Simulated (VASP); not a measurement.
# MoS2 (P-3m1) in VASP: notebook

Runs on MoS2. Level: r2SCAN. Tasks: single point.

Everything below comes from runs of VASP 6.6.1. Logs are shortened: lines on timing, memory, paths and dates and some standing lists are left out, and cuts for length are marked.

## 1. The cell of the first run

Symmetry: P-3m1, No. 164, trigonal system. Conventional cell: a = 3.256 Å, b = 3.256 Å, c = 6.368 Å, α = 90.00°, β = 90.00°, γ = 120.00°. Mo (site symmetry -3m) has 6 S at 2.44 Å within 3.2 Å. Within 3.2 Å of S (site symmetry 3m) lie 3 Mo at 2.44 Å.

## 2. Single point, r2SCAN

POSCAR

```
MoS2
1.0
    3.2558972362      0.0000000000      0.0000000000
   -1.6279486181      2.8196974364      0.0000000000
    0.0000000000      0.0000000000      6.3680893416
Mo S
1 2
Direct
    0.0000000000      0.0000000000      0.5000000000
    0.3333333333      0.6666666667      0.2553200000
    0.6666666667      0.3333333333      0.7446800000
```

INCAR.step1

```
SYSTEM = MoS2
PREC = Accurate
ENCUT = 520
ISMEAR = 1
SIGMA = 0.05
LREAL = .FALSE.
LASPH = .TRUE.
NELM = 80
NBANDS = 20
GGA = PE
ALGO = Normal
EDIFF = 1E-4
LWAVE = .TRUE.
LCHARG = .FALSE.
```

INCAR.step2

```
SYSTEM = MoS2
PREC = Accurate
ENCUT = 520
EDIFF = 1E-7
ISMEAR = 1
SIGMA = 0.05
LREAL = .FALSE.
LASPH = .TRUE.
NELM = 80
ALGO = Normal
ISIF = 2
LWAVE = .FALSE.
LCHARG = .FALSE.
METAGGA = R2SCAN
LMIXTAU = .TRUE.
NBANDS = 20
ISTART = 1
```

KPOINTS

```
regular mesh
0
G
  10 10 5
  0 0 0
```

Potentials or basis: VASP PAW PBE potentials, release 64 (Mo_sv, S).

Started as:

```bash
$ cat potpaw_PBE.64/Mo_sv/POTCAR potpaw_PBE.64/S/POTCAR > POTCAR
$ cp INCAR.step1 INCAR
$ mpirun -np 1 vasp_std > vasp.out
$ cp INCAR.step2 INCAR
$ mpirun -np 1 vasp_std > vasp.out
```

OUTCAR:

```text
SYSTEM = MoS2
   PREC = Accurate
   ENCUT = 520
   EDIFF = 1E-7
   ISMEAR = 1
   LREAL = .FALSE.
   LASPH = .TRUE.
   NELM = 80
   ISIF = 2
   METAGGA = R2SCAN
   ISTART = 1

 ion  position               nearest neighbor table
   1  0.000  0.000  0.500-   2 2.44   3 2.44   3 2.44   2 2.44   3 2.44   2 2.44
   2  0.333  0.667  0.255-   1 2.44   1 2.44   1 2.44
   3  0.667  0.333  0.745-   1 2.44   1 2.44   1 2.44

  LATTYP: Found a hexagonal cell.
 ALAT       =     3.2558972362
 C/A-ratio  =     1.9558631245

  Lattice vectors:

 A1 = (   3.2558972362,   0.0000000000,   0.0000000000)
 A2 = (  -1.6279486181,   2.8196974364,   0.0000000000)
 A3 = (   0.0000000000,   0.0000000000,   6.3680893416)

Analysis of symmetry for initial positions (statically):
=====================================================================
 Subroutine PRICEL returns:
 Original cell was already a primitive cell.

 Routine SETGRP: Setting up the symmetry group for a
 hexagonal supercell.

 Subroutine GETGRP returns: Found 12 space group operations
 (whereof 12 operations were pure point group operations)
 out of a pool of 24 trial point group operations.

The static configuration has the point symmetry D_3d.

Analysis of symmetry for dynamics (positions and initial velocities):
=====================================================================
 Subroutine PRICEL returns:
 Original cell was already a primitive cell.

 Routine SETGRP: Setting up the symmetry group for a
 hexagonal supercell.

 Subroutine GETGRP returns: Found 12 space group operations
 (whereof 12 operations were pure point group operations)
 out of a pool of 24 trial point group operations.

The dynamic configuration has the point symmetry D_3d.

 Subroutine INISYM returns: Found 12 space group operations
 (whereof 12 operations are pure point group operations),
 and found     1 'primitive' translations

----------------------------------------------------------------------------------------

                                     Primitive cell

  volume of cell :      58.4632

  direct lattice vectors                    reciprocal lattice vectors
[... 75 lines left out ...]
   dimension x,y,z NGXF=    48 NGYF=   48 NGZF=   96
   ions per type =               1   2
   NGX,Y,Z   is equivalent  to a cutoff of  12.25, 12.25, 12.53 a.u.
   NGXF,Y,Z  is equivalent  to a cutoff of  24.51, 24.51, 25.06 a.u.
 SYSTEM =  MoS2
   PREC   = accura    normal or accurate (medium, high low for compatibility)
   ISTART =      1    job   : 0-new  1-cont  2-samecut
   ICHARG =      0    charge: 1-file 2-atom 10-const
   ISPIN  =      1    spin polarized calculation?
   LNONCOLLINEAR =      F non collinear calculations
   LSORBIT =      F    spin-orbit coupling
   LASPH  =      T    aspherical Exc in radial PAW
   ENCUT  =  520.0 eV  38.22 Ry    6.18 a.u.   6.05  6.05 11.84*2*pi/ulx,y,z
   NELM   =     80;   NELMIN=  2; NELMDL=  0     # of ELM steps
   EDIFF  = 0.1E-06   stopping-criterion for ELM
   LREAL  =      F    real-space projection
   EDIFFG = 0.1E-05   stopping-criterion for IOM
   NSW    =      0    number of steps for IOM
   IBRION =     -1    ionic relax: 0-MD 1-quasi-New 2-CG
   NFREE  =      0    steps in history (QN), initial steepest desc. (CG)
   ISIF   =      2    stress and relaxation
   ISYM   =      2    0-nonsym 1-usesym 2-fastsym
   POTIM  = 0.5000    time-step for ionic-motion
   TEBEG  =    0.0;   TEEND  =   0.0 temperature during run
   PSTRESS=    0.0 pullay stress
   NELECT =      26.0000    total number of electrons
   NUPDOWN=      -1.0000    fix difference up-down
   EMIN   =  10.00;   EMAX   =-10.00  energy-range for DOS
   EFERMI =   0.00;   METHOD = LEGACY
   ISMEAR =     1;   SIGMA  =   0.05  broadening in eV -4-tet -1-fermi 0-gaus
   EFERMI_NEDOS =   21; number of points for ismear=-14 and -15
   IALGO  =     38    algorithm
   IMIX   =      4    mixing-type and parameters
     AMIX     =   0.40;   BMIX     =  1.00
     AMIX_MAG =   1.60;   BMIX_MAG =  1.00
  volume/ion in A,a.u.               =      19.49       131.51
  Fermi-wavevector in a.u.,A,eV,Ry     =   1.249602  2.361406 21.245579  1.561506
  Thomas-Fermi vector in A             =   2.383635
   LORBIT       =      0    0 simple, 1 ext, 2 COOP (PROOUT), +10 PAW based schemes
   METAGGA = R2SCAN    functional components
   LHFCALC =     F    Hartree Fock is set to
   AEXX    =    0.0000 exact exchange contribution
   IVDW    =     0    specifies the selected vdW correction
   LEPSILON=     F    determine dielectric tensor
   LRPA    =     F    only Hartree local field effects (RPA)
 non-spin polarized calculation
 Methfessel and Paxton  Order N= 1 SIGMA  =   0.05
  energy-cutoff  :      520.00
  volume of cell :       58.46
 maximum number of plane-waves:      1598
   NGX = 13   NGY = 13   NGZ = 23

 number of electron      26.0000003 magnetization

 Free energy of the ion-electron system (eV)
  ---------------------------------------------------
  ext. energy  EPLUGINS =         0.00000000
  ---------------------------------------------------
  free energy    TOTEN  =       -44.14318345 eV

  energy without entropy =      -44.14283151  energy(sigma->0) =      -44.14306614

 E-fermi :   6.5741     XC(G=0): -10.9610

 val. band max:        6.5545232050   @ k =   0.2000   0.2000   0.4000
 cond. band min:       6.5821819493   @ k =   0.0000   0.1000   0.4000
 fundamental gap:      0.0276587444
 Fermi energy:         6.5740648313

 k-point     1 :       0.0000    0.0000    0.0000
  band No.  band energies     occupation
      1     -57.3129      2.00000
      2     -30.5911      2.00000
      3     -30.5844      2.00000
      4     -30.5843      2.00000
      5      -8.8832      2.00000
      6      -7.4564      2.00000
[... 541 lines left out ...]
     19      13.3269      0.00000
     20      14.6582      0.00000

 [... further k-points ...]
[... 5 lines left out ...]
  --------------------------------------------------------------------------------------
  -------------------------------------------------------------------------------------
  Total       -1.2683305     -1.2683375     -1.1326997      0.0000000      0.0000000      0.0000000
  in kB      -34.7584722    -34.7586625    -31.0415224      0.0000000      0.0000000      0.0000000
  external PRESSURE =     -33.5195524 kB  Pullay stress =       0.0000000 kB

 VOLUME and BASIS-vectors are now :
 -----------------------------------------------------------------------------
  energy-cutoff  :      520.00
  volume of cell :       58.46
      direct lattice vectors                 reciprocal lattice vectors
     3.255897236  0.000000000  0.000000000     0.307135001  0.177323990  0.000000000
    -1.627948618  2.819697436  0.000000000     0.000000000  0.354647980  0.000000000
     0.000000000  0.000000000  6.368089342     0.000000000  0.000000000  0.157032973

 POSITION                                       TOTAL-FORCE (eV/Angst)
 -----------------------------------------------------------------------------------
      0.00000      0.00000      3.18404         0.000000      0.000000      0.000000
     -0.00000      1.87980      1.62590        -0.000000     -0.000000      0.329195
      1.62795      0.93990      4.74219         0.000000      0.000000     -0.329195
 -----------------------------------------------------------------------------------
    total drift:                                0.000000      0.000000      0.000000

  FREE ENERGIE OF THE ION-ELECTRON SYSTEM (eV)
  ---------------------------------------------------
  free  energy   TOTEN  =       -44.1431834513 eV

  energy  without entropy=      -44.1428315107  energy(sigma->0) =      -44.14306614
```

OUTCAR.step1:

```text
SYSTEM = MoS2
   PREC = Accurate
   ENCUT = 520
   ISMEAR = 1
   LREAL = .FALSE.
   LASPH = .TRUE.
   NELM = 80
[... 776 lines left out ...]
      0.00000      0.00000      3.18404        -0.000000      0.000000      0.000000
     -0.00000      1.87980      1.62590         0.000000      0.000000      0.123610
      1.62795      0.93990      4.74219        -0.000000     -0.000000     -0.123610
 -----------------------------------------------------------------------------------
    total drift:                                0.000000      0.000000      0.000000

  FREE ENERGIE OF THE ION-ELECTRON SYSTEM (eV)
  ---------------------------------------------------
  free  energy   TOTEN  =       -21.0027173994 eV

  energy  without entropy=      -21.0030313324  energy(sigma->0) =      -21.00282204
```

Run time: 2.9 min. Hardware: 1 thread of Intel Xeon 6975P-C, shared host; peak memory 0.21 GiB.

Results:

```yaml
Free_energy: -44.1432 eV
Pressure: -3.4 GPa
Largest_force: 0.329 eV/Å
Band_gap_on_the_k_mesh: zero (band 13 reaches 6.94 eV, above the bottom of band 14 at 6.00 eV)
```

Forces in eV/Å, atoms in the order of the input:
```
Mo   0.000  0.000  0.000
S    0.000  0.000  0.329
S    0.000  0.000 -0.329
```

Levels at points of the mesh, in eV from the Fermi level:
| k point | band 11 | band 12 | band 13 | band 14 | band 15 | band 16 |
| --- | --- | --- | --- | --- | --- | --- |
| (0.00, 0.00, 0.00) | -1.08 | -1.02 | -1.02 | -0.51 | -0.51 | 3.16 |
| (0.50, 0.00, 0.00) | -3.41 | -1.98 | -1.80 | 0.87 | 1.67 | 3.58 |

Caveat: the PAW data sets were made with another functional, which shifts forces and pressure a little.

## 3. Single point, r2SCAN

This run uses another cell than the first one, of 19.99 Å³/atom, 1.026 times its volume.

POSCAR

```
MoS2
1.0
    3.2838462190      0.0000000000      0.0000000000
   -1.6419231095      2.8439020317      0.0000000000
    0.0000000000      0.0000000000      6.4227537265
Mo S
1 2
Direct
    0.0000000000      0.0000000000      0.5000000000
    0.3333333333      0.6666666667      0.2553200000
    0.6666666667      0.3333333333      0.7446800000
```

INCAR.step1

```
  ALGO = Normal
  EDIFF = 1E-4
  ENCUT = 520
  GGA = PE
  ISMEAR = 1
  LASPH = True
  LCHARG = False
  LREAL = False
  LWAVE = True
  NBANDS = 20
  NELM = 100
  PREC = Accurate
  SIGMA = 0.05
```

INCAR.step2

```
  ALGO = Normal
  EDIFF = 1E-6
  ENCUT = 520
  ISIF = 2
  ISMEAR = 1
  ISTART = 1
  LASPH = True
  LCHARG = True
  LELF = True
  LMIXTAU = True
  LREAL = False
  LVHAR = True
  LWAVE = False
  METAGGA = R2SCAN
  NBANDS = 20
  NELM = 100
  PREC = Accurate
  SIGMA = 0.05
```

KPOINTS

```
k-points
0
Gamma
  10 10 5
```

Potentials or basis: VASP PAW PBE potentials, release 64 (Mo_sv, S).

Started as:

```bash
$ cat potpaw_PBE.64/Mo_sv/POTCAR potpaw_PBE.64/S/POTCAR > POTCAR
$ cp INCAR.step1 INCAR
$ mpirun -np 1 vasp_std > vasp.out
$ cp INCAR.step2 INCAR
$ mpirun -np 1 vasp_std > vasp.out
```

OUTCAR:

```text
EDIFF = 1E-6
   ENCUT = 520
   ISIF = 2
   ISMEAR = 1
   ISTART = 1
   LASPH = True
   LREAL = False
   METAGGA = R2SCAN
   NELM = 100
   PREC = Accurate

 ion  position               nearest neighbor table
   1  0.000  0.000  0.500-   2 2.46   3 2.46   3 2.46   2 2.46   3 2.46   2 2.46
   2  0.333  0.667  0.255-   1 2.46   1 2.46   1 2.46
   3  0.667  0.333  0.745-   1 2.46   1 2.46   1 2.46

  LATTYP: Found a hexagonal cell.
 ALAT       =     3.2838462190
 C/A-ratio  =     1.9558631246

  Lattice vectors:

 A1 = (   3.2838462190,   0.0000000000,   0.0000000000)
 A2 = (  -1.6419231095,   2.8439020317,   0.0000000000)
 A3 = (   0.0000000000,   0.0000000000,   6.4227537265)

Analysis of symmetry for initial positions (statically):
=====================================================================
 Subroutine PRICEL returns:
 Original cell was already a primitive cell.

 Routine SETGRP: Setting up the symmetry group for a
 hexagonal supercell.

 Subroutine GETGRP returns: Found 12 space group operations
 (whereof 12 operations were pure point group operations)
[... 158 lines left out ...]
 Free energy of the ion-electron system (eV)
  ---------------------------------------------------
  ext. energy  EPLUGINS =         0.00000000
  ---------------------------------------------------
  free energy    TOTEN  =       -44.09753353 eV

  energy without entropy =      -44.09691718  energy(sigma->0) =      -44.09732808

 E-fermi :   6.2460     XC(G=0): -10.8265

 val. band max:        6.2391062892   @ k =   0.2000   0.2000   0.4000
 cond. band min:       6.2474075315   @ k =   0.0000   0.1000   0.4000
 fundamental gap:      0.0083012423
 Fermi energy:         6.2459882402

 k-point     1 :       0.0000    0.0000    0.0000
  band No.  band energies     occupation
      1     -57.6438      2.00000
      2     -30.9163      2.00000
      3     -30.9163      2.00000
      4     -30.8994      2.00000
      5      -9.0273      2.00000
      6      -7.6751      2.00000
[... 541 lines left out ...]
     19      12.9337      0.00000
     20      14.3031      0.00000

 [... further k-points ...]
[... 5 lines left out ...]
  --------------------------------------------------------------------------------------
  -------------------------------------------------------------------------------------
  Total       -2.3393563     -2.3393691     -2.3927729      0.0000000      0.0000000      0.0000000
  in kB      -62.4867942    -62.4871362    -63.9136103      0.0000000      0.0000000      0.0000000
  external PRESSURE =     -62.9625136 kB  Pullay stress =       0.0000000 kB

 VOLUME and BASIS-vectors are now :
 -----------------------------------------------------------------------------
  energy-cutoff  :      520.00
  volume of cell :       59.98
      direct lattice vectors                 reciprocal lattice vectors
     3.283846219  0.000000000  0.000000000     0.304520959  0.175814776  0.000000000
    -1.641923109  2.843902032  0.000000000     0.000000000  0.351629553  0.000000000
     0.000000000  0.000000000  6.422753726     0.000000000  0.000000000  0.155696457

 POSITION                                       TOTAL-FORCE (eV/Angst)
 -----------------------------------------------------------------------------------
      0.00000      0.00000      3.21138         0.000000      0.000000      0.000000
     -0.00000      1.89593      1.63986         0.000000      0.000000      0.708530
      1.64192      0.94797      4.78290        -0.000000      0.000000     -0.708530
 -----------------------------------------------------------------------------------
    total drift:                                0.000000      0.000000      0.000000

  FREE ENERGIE OF THE ION-ELECTRON SYSTEM (eV)
  ---------------------------------------------------
  free  energy   TOTEN  =       -44.0975335311 eV

  energy  without entropy=      -44.0969171787  energy(sigma->0) =      -44.09732808
```

It took 2.7 min on 1 thread of Intel Xeon 6975P-C, shared host; peak memory 0.21 GiB.

Results:

* Free energy: -44.0975 eV
* Pressure: -6.3 GPa
* Largest force: 0.709 eV/Å
* Band gap on the k mesh: zero (band 13 reaches 6.61 eV, above the bottom of band 14 at 5.67 eV)

Forces on the atoms (eV/Å):
```
Mo   0.000  0.000  0.000
S    0.000  0.000  0.709
S    0.000  0.000 -0.709
```

Stress tensor (GPa, compression positive):
```
-6.25  0.00  0.00
 0.00 -6.25  0.00
 0.00  0.00 -6.39
```

Caveat: the PAW data sets were made with another functional, which shifts forces and pressure a little.

## 4. Single point, r2SCAN

This run uses another cell than the first one, of 20.50 Å³/atom, 1.052 times its volume.

POSCAR

```
MoS2
1.0
    3.3113273813      0.0000000000      0.0000000000
   -1.6556636907      2.8677014816      0.0000000000
    0.0000000000      0.0000000000      6.4765031185
Mo S
1 2
Direct
    0.0000000000      0.0000000000      0.5000000000
    0.3333333333      0.6666666667      0.2553200000
    0.6666666667      0.3333333333      0.7446800000
```

INCAR.step1

```
ALGO = Normal
EDIFF = 1E-4
ENCUT = 520
GGA = PE
ISMEAR = 1
LASPH = T
LCHARG = F
LREAL = F
LWAVE = T
NBANDS = 20
NELM = 100
PREC = Accurate
SIGMA = 0.05
```

INCAR.step2

```
ALGO = Normal
EDIFF = 1E-6
ENCUT = 520
ISIF = 2
ISMEAR = 1
ISTART = 1
LASPH = T
LCHARG = F
LMIXTAU = T
LREAL = F
LWAVE = F
METAGGA = R2SCAN
NBANDS = 20
NELM = 100
PREC = Accurate
SIGMA = 0.05
```

KPOINTS is that of step 3.

Started as:

```bash
$ cat potpaw_PBE.64/Mo_sv/POTCAR potpaw_PBE.64/S/POTCAR > POTCAR
$ cp INCAR.step1 INCAR
$ mpirun -np 1 vasp_std > vasp.out
$ cp INCAR.step2 INCAR
$ mpirun -np 1 vasp_std > vasp.out
```

Run time: 3.4 min. Hardware: 1 thread of Intel Xeon 6975P-C, shared host; peak memory 0.23 GiB.

It converged, with:

| Property | Result |
| --- | --- |
| Free energy | -44.0259 eV |
| Pressure | -8.8 GPa |
| Largest force | 1.052 eV/Å |
| Band gap on the k mesh | zero (band 13 reaches 6.29 eV, above the bottom of band 14 at 5.36 eV) |

Forces in eV/Å, atoms in the order of the input:
```
Mo   0.000  0.000  0.000
S    0.000  0.000  1.052
S    0.000  0.000 -1.052
```

Stress tensor (GPa, compression positive):
```
-8.64  0.00  0.00
 0.00 -8.64  0.00
 0.00  0.00 -9.26
```

Levels at points of the mesh, in eV from the Fermi level:
```csv
k point,band 10,band 11,band 12,band 13,band 14,band 15,band 16,band 17
"(0.00, 0.00, 0.00)",-1.97,-0.94,-0.92,-0.92,-0.51,-0.51,2.98,2.98
"(0.50, 0.00, 0.00)",-4.06,-3.26,-1.90,-1.67,0.79,1.56,3.37,3.72
```

Caveat: the PAW data sets were made with another functional, which shifts forces and pressure a little.

## 5. Summary

```tsv
cell	gap on the mesh (eV)	pressure (GPa)	largest force (eV/Å)
a = 3.256, b = 3.256, c = 6.368 Å, angles 90.0, 90.0, 120.0°, 3 atoms	none	-3.4	0.33
a = 3.284, b = 3.284, c = 6.423 Å, angles 90.0, 90.0, 120.0°, 3 atoms	none	-6.3	0.71
a = 3.311, b = 3.311, c = 6.477 Å, angles 90.0, 90.0, 120.0°, 3 atoms	none	-8.8	1.05
```

Alike in all rows: task single point; level r2SCAN; potentials or basis VASP PAW PBE potentials, release 64 (Mo_sv, S); no spin polarisation; k mesh 10 × 10 × 5; cutoff (eV) 520; smearing methfessel-paxton 0.05 eV.

Caveats: the PAW data sets were made with another functional, which shifts forces and pressure a little.

Absolute energies hang on the potentials; compare differences alone.
